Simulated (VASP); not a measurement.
Runs of VASP 6.6.1 on InAs. Symmetry: Fm-3m, No. 225, cubic system. The conventional cell has a = 5.683 Å, b = 5.683 Å, c = 5.683 Å, α = 90.00°, β = 90.00°, γ = 90.00°. Within 3.7 Å of In (site symmetry m-3m) lie 6 As at 2.84 Å. Within 3.7 Å of As (site symmetry m-3m) lie 6 In at 2.84 Å. 

| level | k mesh | grid for exact exchange (PRECFOCK) | screening parameter | share of exact exchange | gap on the mesh (eV) | pressure (GPa) |
| --- | --- | --- | --- | --- | --- | --- |
| HSE06 | 4 × 4 × 4 | Normal | 0.2079 1/Å | - | none | 0.4 |
| PBE | 6 × 6 × 6 | - | - | - | none | 2.6 |
| PBE | 5 × 5 × 5 | - | - | - | none | (a) |
| PBE-based screened hybrid | 4 × 4 × 4 | Normal | 0.5 1/Å | 1 | none | -4.0 |

Alike in all rows: task single point; potentials or basis VASP PAW PBE potentials, release 64 (In_d, As); no spin polarisation; cell as given; cutoff (eV) 520; smearing fermi-dirac 0.02 eV.

Task: Estimate the missing entries.

Result: (a) 2.7.

Caveats: some runs use coarse meshes; spin-orbit coupling is left out, which moves the levels of the heavy elements; the PAW data sets were made with another functional, which shifts forces and pressure a little (some runs).

A k mesh can miss the band edges, and the runs leave out spin-orbit coupling on As, In.

A gap of «none» marks levels without a gap at the run's occupations.
